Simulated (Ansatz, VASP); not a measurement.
## Tl: VASP beside Ansatz

```xyz
2
Lattice="3.4560 0.0000 0.0000 -1.7280 2.9930 0.0000 0.0000 0.0000 5.5250" Properties=species:S:1:pos:R:3 pbc="T T T"
Tl    1.7280    0.9977    4.1438
Tl    0.0000    1.9953    1.3813
```

Alike in both runs: functional RPBE; k mesh 9 × 9 × 5; occupations fermi-dirac, width 0.05 eV; no spin polarisation.

```csv
,VASP,Ansatz
version,VASP 6.6.1,Ansatz 0.2.0
potentials or method,"VASP PAW PBE potentials, release 64 (Tl_d)",Ansatz PAW
plane-wave cutoff (eV),520,420
valence electrons in the cell,26,26
task,single point,band structure
```

|  | VASP | Ansatz | Ansatz less VASP |
| --- | --- | --- | --- |
| gap on the k mesh at the Fermi level (eV) | none | none | - |
| pressure (GPa) | 5.3 | 5.4 | +0.08 |
| traceless stress, the component that is largest in VASP (GPa) | 0.95 | 0.95 | +0.005 |

VASP's potentials were made for PBE, not for RPBE. A gap of «none» marks a metal or a gap that the smearing closes.

Spin-orbit coupling is off throughout.
